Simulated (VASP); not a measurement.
Here is a VASP 6.6.1 calculation.

Contents of INCAR:

```
SYSTEM = GaSb
ALGO     = Normal         ! electronic algorithm
DIPOL    = 0.5 0.5 0.501
EDIFF    = 1E-6           ! SCF threshold, eV
ENCUT    = 520            ! plane-wave cutoff, eV
GGA      = PS             ! functional
IDIPOL   = 3            
ISIF     = 2              ! what is computed and relaxed
ISMEAR   = 0              ! smearing method
LASPH    = .TRUE.         ! aspherical terms in the spheres
LCHARG   = .FALSE.        ! write CHGCAR
LDIPOL   = .TRUE.       
LREAL    = .FALSE.        ! projectors in reciprocal space
LWAVE    = .FALSE.        ! write WAVECAR
NBANDS   = 36             ! bands
NELM     = 100            ! most SCF steps
PREC     = Accurate       ! precision mode
SIGMA    = 0.1            ! smearing width, eV
```

KPOINTS

```
k-points
0
G
  7 7 1
  0 0 0
```

POSCAR

```
GaSb
1.0
    4.3212908977      0.0000000000      0.0000000000
    0.0000000000      4.3212908977      0.0000000000
    0.0000000000      0.0000000000     24.6390352431
Sb Ga
3 3
Direct
    0.0000000000      0.5000000000      0.3449810399
    0.5000000000      0.0000000000      0.4689962080
    0.0000000000      0.5000000000      0.5931844154
    0.5000000000      0.5000000000      0.4069886239
    0.0000000000      0.0000000000      0.5303001729
    0.5000000000      0.5000000000      0.6589610039
```

Potentials or basis: VASP PAW PBE potentials, release 64 (Sb, Ga_d).

The run is started by

```sh
$ cat potpaw_PBE.64/Sb/POTCAR potpaw_PBE.64/Ga_d/POTCAR > POTCAR
$ mpirun -np 1 vasp_std > vasp.out
```

Problem. Predict the largest force.

Solution. 0.329 eV/Å.

Problem. Estimate the band gap on the k mesh.

Solution. Zero (band 27 reaches -0.86 eV, above the bottom of band 28 at -1.76 eV).

Forces on the atoms (eV/Å):
```
Sb   0.000  0.000  0.165
Sb   0.000  0.000  0.154
Sb   0.000  0.000 -0.010
Ga   0.000  0.000 -0.329
Ga   0.000  0.000 -0.001
Ga   0.000  0.000  0.020
```

Caveat: the PAW data sets were made with another functional, which shifts forces and pressure a little; spin-orbit coupling is left out, which moves the levels of the heavy elements.
